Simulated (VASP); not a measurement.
Set up this calculation in VASP 6.6.1, as the native input.

```
Task                   : relaxation of cell and atoms
Functional             : PBEsol
Potentials or basis    : VASP PAW PBE potentials, release 64 (Mn_pv)
Cutoff                 : 600 eV
k mesh                 : 20 × 20 × 20
Occupations            : gaussian, width 0.1 eV
Spin                   : no spin polarisation
Dipole correction      : no
Further INCAR settings : ALGO = Normal; EDIFF = 1e-06; IBRION = 2; EDIFFG = -0.01; NSW = 80; ISIF = 3
```

The structure of Mn lies in POSCAR:

```
Mn
1.0
    0.0000000000      1.7287716761      1.7287716761
    1.7287716761      0.0000000000      1.7287716761
    1.7287716761      1.7287716761      0.0000000000
Mn
1
Direct
    0.0000000000      0.0000000000      0.0000000000
```

The input as run:

INCAR

```
ALGO     = Normal         # electronic algorithm
EDIFF    = 1E-6           # SCF threshold, eV
EDIFFG   = -0.01          # ionic threshold
ENCUT    = 600            # plane-wave cutoff, eV
GGA      = PS             # functional
IBRION   = 2              # ionic algorithm
ISIF     = 3              # what is computed and relaxed
ISMEAR   = 0              # smearing method
LASPH    = True           # aspherical terms in the spheres
LCHARG   = False          # write CHGCAR
LREAL    = False          # projectors in reciprocal space
LWAVE    = False          # write WAVECAR
NELM     = 100            # most SCF steps
NSW      = 80             # ionic steps
PREC     = Accurate       # precision mode
SIGMA    = 0.1            # smearing width, eV
```

KPOINTS

```
k-points
0
Gamma
  20 20 20
```

Potentials or basis: VASP PAW PBE potentials, release 64 (Mn_pv).

Command:

```bash
$ cat potpaw_PBE.64/Mn_pv/POTCAR > POTCAR
$ mpirun -np 1 vasp_std > vasp.out
```

It gave:

```
Relaxed volume                         : 10.35 Å³/atom
Relaxed cell                           : a = 2.446 Å, b = 2.446 Å, c = 2.446 Å, α = 60.00°, β = 60.00°, γ = 60.00°
Space group after relaxing (to 0.05 Å) : Fm-3m (No. 225)
Energy gained by relaxing              : 0.0 meV/atom
Ionic steps                            : 3
Pressure after relaxing                : 0.1 GPa
```

Caveat: the PAW data sets were made with another functional, which shifts forces and pressure a little; the run has no spin polarisation, though such a crystal can be magnetic.

It took 40 s on 1 thread of Intel(R) Xeon(R) Platinum 8488C (Sapphire Rapids), on a shared host, peak memory 0.15 GiB.
